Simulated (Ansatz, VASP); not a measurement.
One calculation of CaS, two programs

File INCAR:

```
SYSTEM = CaS
PREC     = Accurate       ! precision mode
ENCUT    = 500            ! plane-wave cutoff, eV
EDIFF    = 1E-7           ! SCF threshold, eV
ISMEAR   = -1             ! smearing method
SIGMA    = 0.02           ! smearing width, eV
LREAL    = .False.        ! projectors in reciprocal space
LASPH    = .True.         ! aspherical terms in the spheres
NELM     = 120            ! most SCF steps
ALGO     = Normal         ! electronic algorithm
ISIF     = 3              ! what is computed and relaxed
LWAVE    = .False.        ! write WAVECAR
LCHARG   = .False.        ! write CHGCAR
GGA      = CA             ! functional
IBRION   = 2              ! ionic algorithm
NSW      = 100            ! ionic steps
EDIFFG   = -0.005         ! ionic threshold
GGA_COMPAT= .False.      
NELMIN   = 4
```

The input KPOINTS:

```
regular mesh
0
Gamma
  8 8 8
  0 0 0
```

POSCAR

```
CaS
1.0
    0.0000000000      2.8804121851      2.8804121851
    2.8804121851      0.0000000000      2.8804121851
    2.8804121851      2.8804121851      0.0000000000
Ca S
1 1
Direct
    0.0000000000      0.0000000000      0.0000000000
    0.5000000000      0.5000000000      0.5000000000
```

Input for Ansatz:

```yaml
crystal:
  lattice:
    - [0.0, 2.8804121851, 2.8804121851]
    - [2.8804121851, 0.0, 2.8804121851]
    - [2.8804121851, 2.8804121851, 0.0]
  atoms:
    - { symbol: Ca, position: [0.0, 0.0, 0.0] }
    - { symbol: S, position: [0.5, 0.5, 0.5] }
kpoints:
  mp_grid: { grid: [8, 8, 8] }
scf:
  occupations: { method: fermi_dirac, width: 0.02 }
hamiltonian:
  xc: lda
  pseudopotentials: { kind: all_electron, lapw: { basis_error: 0.001 } }
output:
  forces: true
  stress: true
relax:
  f_tol: 0.005
  max_steps: 80
  cell: {}
```

Alike in both runs: task relaxation of cell and atoms; functional LDA; k mesh 8 × 8 × 8; occupations fermi-dirac, width 0.02 eV; no spin polarisation.

|  | VASP | Ansatz |
| --- | --- | --- |
| version | VASP 6.6.1 | Ansatz 0.2.0 |
| potentials or method | VASP PAW LDA potentials, release 64 (Ca_sv, S), cutoff 500 eV | all-electron LAPW, scalar-relativistic |

VASP gave:

| Item | Value |
| --- | --- |
| relaxed volume (Å³/atom) | 21.61 |
| relaxed length of the cell vector where the two differ most in proportion (Å) | 3.939 |

**Question.** What did Ansatz give for the same quantities?

**Answer.** Relaxed volume (Å³/atom): 21.54; relaxed length of the cell vector where the two differ most in proportion (Å): 3.935.

LDA's correlation is that of Perdew and Zunger in VASP and of Perdew and Wang (1992) in Ansatz. Ansatz ran all-electron here, and VASP with PAW potentials.
